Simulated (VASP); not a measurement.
# KSi16 (a cell with a defect) in VASP: notebook

Runs on KSi16 (a cell with a defect). Level: LDA. Tasks: single point.

Everything below comes from runs of VASP 6.6.1. Logs are shortened: lines on timing, memory, paths and dates and some standing lists are left out, and cuts for length are marked.

## Step 1: The cell of the first run

The cell holds a defect, 17 atoms: a = 7.640 Å, b = 7.640 Å, c = 7.640 Å, α = 60.00°, β = 60.00°, γ = 60.00°.

## Step 2: Single point, LDA

INCAR reads:

```
  PREC = Accurate
  ENCUT = 520
  EDIFF = 1E-7
  ISMEAR = 0
  SIGMA = 0.02
  LREAL = Auto
  LASPH = T
  NELM = 80
  ALGO = Normal
  ISIF = 2
  LWAVE = F
  LCHARG = F
  GGA = CA
  NELECT = 72.0
  NBANDS = 50
```

KPOINTS reads:

```
Automatic mesh
0
Gamma
  3 3 3
```

POSCAR reads:

```
KSi16
1.0
    0.0000000000      5.4019422760     -5.4019422760
    5.4019422760      5.4019422760      0.0000000000
    5.4019422760      0.0000000000     -5.4019422760
Si K
16 1
Direct
    0.1337851208      0.1443840863      0.1333476856
    0.1148909907      0.6544019390      0.1144550364
    0.5871226196      0.1443859375      0.1333469451
    0.6224935085      0.6147540700      0.1388985594
    0.1337844729      0.1443841789      0.5866865727
    0.1393364574      0.6147536072      0.6220556104
    0.6421841113      0.0725278946      0.6417440844
    0.6224932308      0.6147552733      0.6220550551
    0.2515713665      0.7625820102      0.2511337461
    0.2337147336      0.2979308956      0.2332785942
    0.7333518756      0.7625832135      0.2511330982
    0.7363598678      0.2457468874      0.2801739490
    0.2515710888      0.7625811772      0.7329155511
    0.2806140685      0.2457466097      0.7359212292
    0.7665199457      0.6995177488      0.7660821402
    0.7363573687      0.2457484609      0.7359201185
   -0.0213426013      0.0631027661     -0.0217774449
```

Potentials or basis: VASP PAW LDA potentials, release 64 (Si, K_sv).

The run is started by

```bash
$ cat potpaw_LDA.64/Si/POTCAR potpaw_LDA.64/K_sv/POTCAR > POTCAR
$ mpirun -np 1 vasp_std > vasp.out
```

OUTCAR:

```text
PREC = Accurate
   ENCUT = 520
   EDIFF = 1E-7
   ISMEAR = 0
   LREAL = Auto
   LASPH = T
   NELM = 80
   ISIF = 2
   GGA = CA
   NELECT = 72.0

 ion  position               nearest neighbor table
   1  0.134  0.144  0.133-  10 2.22   9 2.38  17 2.46  12 2.49  14 2.49
   2  0.115  0.654  0.114-  10 2.22  11 2.38   9 2.38  13 2.38  17 2.55
   3  0.587  0.144  0.133-  10 2.22  11 2.38  17 2.46  12 2.49  16 2.49
   4  0.622  0.615  0.139-  12 2.30  11 2.32   9 2.32  15 2.34
   5  0.134  0.144  0.587-  10 2.22  13 2.38  17 2.46  14 2.49  16 2.49
   6  0.139  0.615  0.622-  14 2.30   9 2.32  13 2.32  15 2.34
   7  0.642  0.073  0.642-  14 2.28  16 2.28  12 2.28  15 2.33
   8  0.622  0.615  0.622-  16 2.30  11 2.32  13 2.32  15 2.34
   9  0.252  0.763  0.251-   6 2.32   4 2.32   2 2.38   1 2.38  17 2.96
  10  0.234  0.298  0.233-   1 2.22   3 2.22   5 2.22   2 2.22
  11  0.733  0.763  0.251-   8 2.32   4 2.32   2 2.38   3 2.38  17 2.96
  12  0.736  0.246  0.280-   7 2.28   4 2.30   1 2.49   3 2.49  17 2.66
  13  0.252  0.763  0.733-   8 2.32   6 2.32   2 2.38   5 2.38  17 2.96
  14  0.281  0.246  0.736-   7 2.28   6 2.30   1 2.49   5 2.49  17 2.66
  15  0.767  0.700  0.766-   7 2.33   8 2.34   4 2.34   6 2.34
  16  0.736  0.246  0.736-   7 2.28   8 2.30   3 2.49   5 2.49  17 2.66
  17  0.979  0.063  0.978-   1 2.46   3 2.46   5 2.46   2 2.55  12 2.66  14 2.66  16 2.66  11 2.96
                             9 2.96  13 2.96

  LATTYP: Found a face centered cubic cell.
 ALAT       =    10.8038845520

  Lattice vectors:

 A1 = (   0.0000000000,   5.4019422760,  -5.4019422760)
 A2 = (   5.4019422760,   5.4019422760,   0.0000000000)
 A3 = (   5.4019422760,   0.0000000000,  -5.4019422760)

Analysis of symmetry for initial positions (statically):
=====================================================================
 Subroutine PRICEL returns:
 Original cell was already a primitive cell.

 Routine SETGRP: Setting up the symmetry group for a
 face centered cubic supercell.

 Subroutine GETGRP returns: Found  6 space group operations
 (whereof  1 operations were pure point group operations)
 out of a pool of 48 trial point group operations.

The static configuration has the point symmetry C_1 .
 The point group associated with its full space group is C_3v.

Analysis of symmetry for dynamics (positions and initial velocities):
=====================================================================
 Subroutine PRICEL returns:
 Original cell was already a primitive cell.

 Routine SETGRP: Setting up the symmetry group for a
 face centered cubic supercell.

 Subroutine GETGRP returns: Found  6 space group operations
 (whereof  1 operations were pure point group operations)
 out of a pool of 48 trial point group operations.

The dynamic configuration has the point symmetry C_1 .
 The point group associated with its full space group is C_3v.

 Subroutine INISYM returns: Found  6 space group operations
 (whereof  1 operations are pure point group operations),
 and found     1 'primitive' translations

----------------------------------------------------------------------------------------

                                     Primitive cell

  volume of cell :     315.2679

  direct lattice vectors                    reciprocal lattice vectors
     0.000000000  5.401942276 -5.401942276    -0.092559301  0.092559301 -0.092559301
     5.401942276  5.401942276  0.000000000     0.092559301  0.092559301  0.092559301
     5.401942276  0.000000000 -5.401942276     0.092559301 -0.092559301 -0.092559301

  length of vectors
     7.639500030  7.639500030  7.639500030     0.160317412  0.160317412  0.160317412

  position of ions in fractional coordinates (direct lattice)
     0.133785121  0.144384086  0.133347686
     0.114890991  0.654401939  0.114455036
     0.587122620  0.144385937  0.133346945
     0.622493508  0.614754070  0.138898559
     0.133784473  0.144384179  0.586686573
     0.139336457  0.614753607  0.622055610
[... 9 lines left out ...]
     0.736357369  0.245748461  0.735920118
     0.978657399  0.063102766  0.978222555

  ion indices of the primitive-cell ions
   primitive index   ion index
                 1           1
                 2           2
                 3           3
                 4           4
                 5           5
                 6           6
[... 9 lines left out ...]
                16          16
                17          17

----------------------------------------------------------------------------------------

 KPOINTS: Automatic mesh

Automatic generation of k-mesh.
 Grid dimensions read from file:
 generate k-points for:    3    3    3

 Generating k-lattice:

  Cartesian coordinates                     Fractional coordinates (reciprocal lattice)
    -0.030853100  0.030853100 -0.030853100     0.333333333  0.000000000  0.000000000
     0.030853100  0.030853100  0.030853100     0.000000000  0.333333333  0.000000000
     0.030853100 -0.030853100 -0.030853100     0.000000000  0.000000000  0.333333333

  Length of vectors
     0.053439137  0.053439137  0.053439137

  Shift w.r.t. Gamma in fractional coordinates (k-lattice)
     0.000000000  0.000000000  0.000000000

 Subroutine IBZKPT returns following result:
 ===========================================

 Found      6 irreducible k-points:

 Following reciprocal coordinates:
            Coordinates               Weight
  0.000000  0.000000  0.000000      1.000000
  0.333333  0.000000  0.000000      6.000000
  0.000000  0.333333  0.000000      2.000000
  0.333333  0.333333  0.000000      6.000000
 -0.333333  0.333333  0.000000      6.000000
  0.333333  0.000000 -0.333333      6.000000
   k-points           NKPTS =      6   k-points in BZ     NKDIM =      6   number of bands    NBANDS=     50
   number of dos      NEDOS =    301   number of ions     NIONS =     17
   total plane-waves  NPLWV = 216000
   dimension x,y,z NGX =    60 NGY =   60 NGZ =   60
   dimension x,y,z NGXF=   120 NGYF=  120 NGZF=  120
   ions per type =              16   1
   NGX,Y,Z   is equivalent  to a cutoff of  13.06, 13.06, 13.06 a.u.
   NGXF,Y,Z  is equivalent  to a cutoff of  26.11, 26.11, 26.11 a.u.
 SYSTEM =  unknown system
   PREC   = accura    normal or accurate (medium, high low for compatibility)
   ISTART =      0    job   : 0-new  1-cont  2-samecut
   ICHARG =      2    charge: 1-file 2-atom 10-const
   ISPIN  =      1    spin polarized calculation?
   LNONCOLLINEAR =      F non collinear calculations
   LSORBIT =      F    spin-orbit coupling
   LASPH  =      T    aspherical Exc in radial PAW
   ENCUT  =  520.0 eV  38.22 Ry    6.18 a.u.  14.20 14.20 14.20*2*pi/ulx,y,z
   NELM   =     80;   NELMIN=  2; NELMDL= -5     # of ELM steps
   EDIFF  = 0.1E-06   stopping-criterion for ELM
   LREAL  =      T    real-space projection
   EDIFFG = 0.1E-05   stopping-criterion for IOM
   NSW    =      0    number of steps for IOM
   IBRION =     -1    ionic relax: 0-MD 1-quasi-New 2-CG
   NFREE  =      0    steps in history (QN), initial steepest desc. (CG)
   ISIF   =      2    stress and relaxation
   ISYM   =      2    0-nonsym 1-usesym 2-fastsym
   POTIM  = 0.5000    time-step for ionic-motion
   TEBEG  =    0.0;   TEEND  =   0.0 temperature during run
   PSTRESS=    0.0 pullay stress
   NELECT =      72.0000    total number of electrons
   NUPDOWN=      -1.0000    fix difference up-down
   EMIN   =  10.00;   EMAX   =-10.00  energy-range for DOS
   EFERMI =   0.00;   METHOD = LEGACY
   ISMEAR =     0;   SIGMA  =   0.02  broadening in eV -4-tet -1-fermi 0-gaus
   EFERMI_NEDOS =   21; number of points for ismear=-14 and -15
   IALGO  =     38    algorithm
   IMIX   =      4    mixing-type and parameters
     AMIX     =   0.40;   BMIX     =  1.00
     AMIX_MAG =   1.60;   BMIX_MAG =  1.00
  volume/ion in A,a.u.               =      18.55       125.15
  Fermi-wavevector in a.u.,A,eV,Ry     =   1.000673  1.890999 13.624159  1.001347
  Thomas-Fermi vector in A             =   2.133045
   LORBIT       =      0    0 simple, 1 ext, 2 COOP (PROOUT), +10 PAW based schemes
   GGA     = CA    functional components
   LHFCALC =     F    Hartree Fock is set to
   AEXX    =    0.0000 exact exchange contribution
   IVDW    =     0    specifies the selected vdW correction
   LEPSILON=     F    determine dielectric tensor
   LRPA    =     F    only Hartree local field effects (RPA)
 non-spin polarized calculation
 Gauss-broadening in eV      SIGMA  =   0.02
  energy-cutoff  :      520.00
  volume of cell :      315.27
 maximum number of plane-waves:      8492
 NGX is ok and might be reduce to    60
   NGX = 29   NGY = 29   NGZ = 29

 number of electron      71.9999999 magnetization

 Free energy of the ion-electron system (eV)
  ---------------------------------------------------
  ext. energy  EPLUGINS =         0.00000000
  ---------------------------------------------------
  free energy    TOTEN  =       -98.34130033 eV

  energy without entropy =      -98.34130033  energy(sigma->0) =      -98.34130033

 E-fermi :   6.2719     XC(G=0):  -9.9027

 val. band max:        6.1337379742   @ k =   0.0000   0.0000   0.0000
 cond. band min:       6.4465302354   @ k =   0.0000   0.0000   0.0000
 fundamental gap:      0.3127922612
 Fermi energy:         6.2719050563

 k-point     1 :       0.0000    0.0000    0.0000
  band No.  band energies     occupation
      1     -23.4766      2.00000
      2      -8.1688      2.00000
      3      -8.1687      2.00000
      4      -7.8428      2.00000
      5      -5.7487      2.00000
      6      -3.7131      2.00000
[... 40 lines left out ...]
     47       8.5821      0.00000
     48       8.8332      0.00000

 k-point     2 :       0.3333    0.0000    0.0000
  band No.  band energies     occupation
      1     -23.4766      2.00000
      2      -8.1878      2.00000
      3      -8.1694      2.00000
      4      -7.8455      2.00000
      5      -5.3284      2.00000
      6      -4.2784      2.00000
[... 40 lines left out ...]
     47       9.2880      0.00000
     48       9.3270      0.00000

 k-point     3 :       0.0000    0.3333    0.0000
  band No.  band energies     occupation
      1     -23.4766      2.00000
      2      -8.1688      2.00000
      3      -8.1688      2.00000
      4      -7.8626      2.00000
      5      -5.3364      2.00000
      6      -4.2950      2.00000
[... 40 lines left out ...]
     47       9.4979      0.00000
     48       9.4979      0.00000

 k-point     4 :       0.3333    0.3333    0.0000
  band No.  band energies     occupation
      1     -23.4766      2.00000
      2      -8.1836      2.00000
      3      -8.1728      2.00000
      4      -7.8515      2.00000
      5      -5.1973      2.00000
      6      -4.0176      2.00000
[... 40 lines left out ...]
     47       9.6285      0.00000
     48       9.8253      0.00000

 k-point     5 :      -0.3333    0.3333    0.0000
  band No.  band energies     occupation
      1     -23.4766      2.00000
      2      -8.1850      2.00000
      3      -8.1712      2.00000
      4      -7.8579      2.00000
      5      -4.7243      2.00000
      6      -4.4063      2.00000
[... 40 lines left out ...]
     47       9.6122      0.00000
     48       9.7487      0.00000

 k-point     6 :       0.3333    0.0000   -0.3333
  band No.  band energies     occupation
      1     -23.4766      2.00000
      2      -8.1865      2.00000
      3      -8.1793      2.00000
      4      -7.8495      2.00000
      5      -4.7310      2.00000
      6      -4.4133      2.00000
[... 40 lines left out ...]
     47       9.6184      0.00000
     48       9.7088      0.00000
 [bands above 48 left out]

------------------------ aborting loop because EDIFF is reached ----------------------------------------

  FORCE on cell =-STRESS in cart. coord.  units (eV):
  Direction    XX          YY          ZZ          XY          YZ          ZX
  --------------------------------------------------------------------------------------
  -------------------------------------------------------------------------------------
  Total        5.0823051      5.0823051      5.0823051     -0.8440832     -0.8440832     -0.8440832
  in kB       25.8280429     25.8280429     25.8280429     -4.2895923     -4.2895923     -4.2895923
  external PRESSURE =      25.8280429 kB  Pullay stress =       0.0000000 kB

 VOLUME and BASIS-vectors are now :
 -----------------------------------------------------------------------------
  energy-cutoff  :      520.00
  volume of cell :      315.27
      direct lattice vectors                 reciprocal lattice vectors
     0.000000000  5.401942276 -5.401942276    -0.092559301  0.092559301 -0.092559301
     5.401942276  5.401942276  0.000000000     0.092559301  0.092559301  0.092559301
     5.401942276  0.000000000 -5.401942276     0.092559301 -0.092559301 -0.092559301

 POSITION                                       TOTAL-FORCE (eV/Angst)
 -----------------------------------------------------------------------------------
      1.50029      1.50265     -1.44304         0.028860      0.028860      0.141719
      4.15332      4.15568     -1.23891        -0.154648     -0.154648     -0.154648
      1.50030      3.95157     -3.89194         0.028860      0.141719      0.028860
      4.07119      6.68354     -4.11300         0.038176      0.081493      0.081493
      3.94920      1.50265     -3.89194         0.141719      0.028860      0.028860
      6.68117      4.07355     -4.11300         0.081493      0.038176      0.081493
[... 9 lines left out ...]
      5.30292      5.30528     -7.95316         0.133019      0.133019      0.021546
      5.62518      5.62753    -10.57095        -0.653226     -0.653226     -0.653226
 -----------------------------------------------------------------------------------
    total drift:                                0.011589     -0.000579     -0.002404

  FREE ENERGIE OF THE ION-ELECTRON SYSTEM (eV)
  ---------------------------------------------------
  free  energy   TOTEN  =       -98.3413003332 eV

  energy  without entropy=      -98.3413003332  energy(sigma->0) =      -98.34130033
```

It took 2 min on 1 thread of Oxide Virtual Turin-like, shared host; peak memory 0.33 GiB.

What came out:

| Property | Result |
| --- | --- |
| Free energy | -98.3413 eV |
| Largest force | 1.131 eV/Å |

Forces in eV/Å, atoms in the order of the input:
```
Si   0.029  0.029  0.142
Si  -0.155 -0.155 -0.155
Si   0.029  0.142  0.029
Si   0.038  0.081  0.081
Si   0.142  0.029  0.029
Si   0.081  0.038  0.081
Si   0.116  0.116  0.116
Si   0.081  0.081  0.038
Si   0.004  0.004 -0.005
Si  -0.098 -0.098 -0.098
Si   0.004 -0.005  0.004
Si   0.022  0.133  0.133
Si  -0.005  0.004  0.004
Si   0.133  0.022  0.133
Si   0.098  0.098  0.098
Si   0.133  0.133  0.022
K   -0.653 -0.653 -0.653
```

Caveat: the cell carries a net charge on a neutralising background, which shifts energy and pressure; the cell is charged against a uniform background, so pressure and absolute levels hang on convention.

(Part 1 of 2 ends here.)
